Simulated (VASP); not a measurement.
# KYSe2 (P4/mmm) in VASP: a series of runs, part 2 of 2

VASP 6.6.1.

### 4 Single point, PBE (29.37 Å³/atom)

This run uses another cell than the first one, of 29.37 Å³/atom.

Contents of INCAR:

```
SYSTEM = KYSe2
PREC     = Accurate       ! precision mode
ENCUT    = 520            ! plane-wave cutoff, eV
EDIFF    = 1E-7           ! SCF threshold, eV
ISMEAR   = 0              ! smearing method
SIGMA    = 0.01           ! smearing width, eV
LREAL    = .FALSE.        ! projectors in reciprocal space
LASPH    = .TRUE.         ! aspherical terms in the spheres
NELM     = 80             ! most SCF steps
ALGO     = Normal         ! electronic algorithm
ISIF     = 2              ! what is computed and relaxed
LWAVE    = .FALSE.        ! write WAVECAR
LCHARG   = .TRUE.         ! write CHGCAR
GGA      = PE             ! functional
LELF     = .TRUE.         ! ELF
LVHAR    = .TRUE.       
NBANDS   = 24             ! bands
```

Contents of KPOINTS:

```
Automatic mesh
0
G
  6 6 4
  0 0 0
```

Contents of POSCAR:

```
KYSe2
1.0
    4.4239416375      0.0000000000      0.0000000000
    0.0000000000      4.4239416375      0.0000000000
    0.0000000000      0.0000000000      6.0033903144
K Se Y
1 2 1
Direct
    0.0000000000      0.0000000000      0.0000000000
    0.0000000000      0.0000000000      0.5000000000
    0.5000000000      0.5000000000      0.0000000000
    0.5000000000      0.5000000000      0.5000000000
```

Command:

```
cat potpaw_PBE.64/K_sv/POTCAR potpaw_PBE.64/Se/POTCAR potpaw_PBE.64/Y_sv/POTCAR > POTCAR
mpirun -np 1 vasp_std > vasp.out
```

Wall time 50 s (1 thread of Intel Xeon 6975P-C (Granite Rapids), shared host); peak memory 0.3 GiB.

Results (log left out):

```
Free energy            : -20.2400 eV
Pressure               : -2.4 GPa
Band gap on the k mesh : 0.29 eV
```

Stress tensor (GPa, compression positive):
```
-2.13  0.00  0.00
 0.00 -2.13  0.00
 0.00  0.00 -2.92
```

Levels at points of the mesh, in eV from the valence-band top:
```csv
k point,band 12,band 13,band 14,band 15,band 16,band 17,band 18,band 19,band 20,band 21
"(0.00, 0.00, 0.00)",-1.75,-1.75,-0.43,0.00,0.00,0.29,1.60,1.78,2.00,2.00
"(0.50, 0.00, 0.00)",-2.58,-1.61,-1.59,-1.51,-0.50,2.26,2.51,2.56,2.86,4.48
"(0.50, 0.50, 0.00)",-2.88,-1.18,-1.01,-0.62,-0.62,0.97,0.97,2.54,2.71,3.09
"(0.00, 0.00, 0.50)",-2.06,-1.75,-1.75,-0.44,-0.44,0.36,1.78,1.80,3.04,3.04
"(0.50, 0.00, 0.50)",-2.75,-2.62,-2.24,-0.83,-0.75,2.60,3.10,3.14,3.56,4.46
"(0.50, 0.50, 0.50)",-2.83,-2.44,-1.68,-1.31,-1.31,2.50,2.50,2.60,2.74,3.10
```

Caveat: semilocal functionals underestimate gaps, and a narrow one can read as zero. A k mesh can miss the band edges.

### 5 Single point, r2SCAN (25.73 Å³/atom)

This run uses another cell than the first one, of 25.73 Å³/atom.

Contents of POSCAR:

```
KYSe2
1.0
    4.2315636370      0.0000000000      0.0000000000
    0.0000000000      4.2315636370      0.0000000000
    0.0000000000      0.0000000000      5.7484817744
K Se Y
1 2 1
Direct
    0.0000000000      0.0000000000      0.0000000000
    0.0000000000      0.0000000000      0.5000000000
    0.5000000000      0.5000000000      0.0000000000
    0.5000000000      0.5000000000      0.5000000000
```

Contents of INCAR.step1:

```
PREC     = Accurate       # precision mode
ENCUT    = 520            # plane-wave cutoff, eV
ISMEAR   = 0              # smearing method
SIGMA    = 0.01           # smearing width, eV
LREAL    = False          # projectors in reciprocal space
LASPH    = True           # aspherical terms in the spheres
NELM     = 80             # most SCF steps
NBANDS   = 24             # bands
GGA      = PE             # functional
ALGO     = Normal         # electronic algorithm
EDIFF    = 1E-4           # SCF threshold, eV
LWAVE    = True           # write WAVECAR
LCHARG   = False          # write CHGCAR
```

Contents of INCAR.step2:

```
PREC     = Accurate       # precision mode
ENCUT    = 520            # plane-wave cutoff, eV
EDIFF    = 1E-7           # SCF threshold, eV
ISMEAR   = 0              # smearing method
SIGMA    = 0.01           # smearing width, eV
LREAL    = False          # projectors in reciprocal space
LASPH    = True           # aspherical terms in the spheres
NELM     = 80             # most SCF steps
ALGO     = Normal         # electronic algorithm
ISIF     = 2              # what is computed and relaxed
LWAVE    = False          # write WAVECAR
LCHARG   = False          # write CHGCAR
METAGGA  = R2SCAN         # meta-GGA
LMIXTAU  = True         
NBANDS   = 24             # bands
ISTART   = 1
```

Contents of KPOINTS:

```
regular mesh
0
Gamma
  6 6 4
```

Command:

```
cat potpaw_PBE.64/K_sv/POTCAR potpaw_PBE.64/Se/POTCAR potpaw_PBE.64/Y_sv/POTCAR > POTCAR
cp INCAR.step1 INCAR
mpirun -np 1 vasp_std > vasp.out
cp INCAR.step2 INCAR
mpirun -np 1 vasp_std > vasp.out
```

It took 2.1 min on 1 thread of Intel Xeon 6975P-C (Granite Rapids), shared host; peak memory 0.28 GiB.

The run converged. Its results:

| Property | Result |
| --- | --- |
| Free energy | -61.7514 eV |
| Pressure | 3.8 GPa |
| Band gap on the k mesh | 0.40 eV |

Stress tensor (GPa, compression positive):
```
3.43 0.00 0.00
0.00 3.43 0.00
0.00 0.00 4.64
```

Levels at points of the mesh, in eV from the valence-band top:
| k point | band 12 | band 13 | band 14 | band 15 | band 16 | band 17 | band 18 | band 19 | band 20 | band 21 |
| --- | --- | --- | --- | --- | --- | --- | --- | --- | --- | --- |
| (0.00, 0.00, 0.00) | -1.98 | -1.98 | -0.45 | 0.00 | 0.00 | 0.40 | 2.30 | 2.49 | 2.49 | 2.72 |
| (0.50, 0.00, 0.00) | -3.02 | -1.91 | -1.79 | -1.73 | -0.69 | 2.89 | 3.21 | 3.36 | 3.83 | 5.36 |
| (0.50, 0.50, 0.00) | -3.27 | -1.32 | -1.07 | -0.70 | -0.70 | 1.14 | 1.14 | 3.30 | 3.72 | 4.03 |
| (0.00, 0.00, 0.50) | -2.38 | -2.00 | -2.00 | -0.51 | -0.51 | 0.49 | 2.32 | 2.85 | 3.88 | 3.88 |
| (0.50, 0.00, 0.50) | -3.22 | -3.08 | -2.65 | -1.06 | -0.97 | 3.42 | 3.99 | 4.06 | 4.29 | 5.19 |
| (0.50, 0.50, 0.50) | -3.24 | -2.80 | -1.97 | -1.50 | -1.50 | 3.16 | 3.16 | 3.49 | 3.77 | 4.04 |

Caveat: the cell stands under pressure; semilocal functionals underestimate gaps, and a narrow one can read as zero; the PAW data sets were made with another functional, which shifts forces and pressure a little. A k mesh can miss the band edges.

### 6 Summary

```tsv
level	cell	gap on the mesh (eV)	pressure (GPa)
PBE	a = 4.339, b = 4.339, c = 5.888 Å, 4 atoms	0.21	0.1
PBE	a = 4.382, b = 4.382, c = 5.946 Å, 4 atoms	0.26	-1.2
PBE	a = 4.424, b = 4.424, c = 6.003 Å, 4 atoms	0.29	-2.4
r2SCAN	a = 4.232, b = 4.232, c = 5.748 Å, 4 atoms	0.40	3.8
```

Alike in all rows: task single point; potentials or basis VASP PAW PBE potentials, release 64 (K_sv, Se, Y_sv); no spin polarisation; k mesh 6 × 6 × 4; cutoff (eV) 520; smearing gaussian 0.01 eV.

Caveats: semilocal functionals underestimate gaps, and a narrow one can read as zero; the cell stands under pressure (at least some runs); the PAW data sets were made with another functional, which shifts forces and pressure a little (at least some runs).

Total energies depend on the potentials used, so only differences within one code and one set of settings carry meaning.
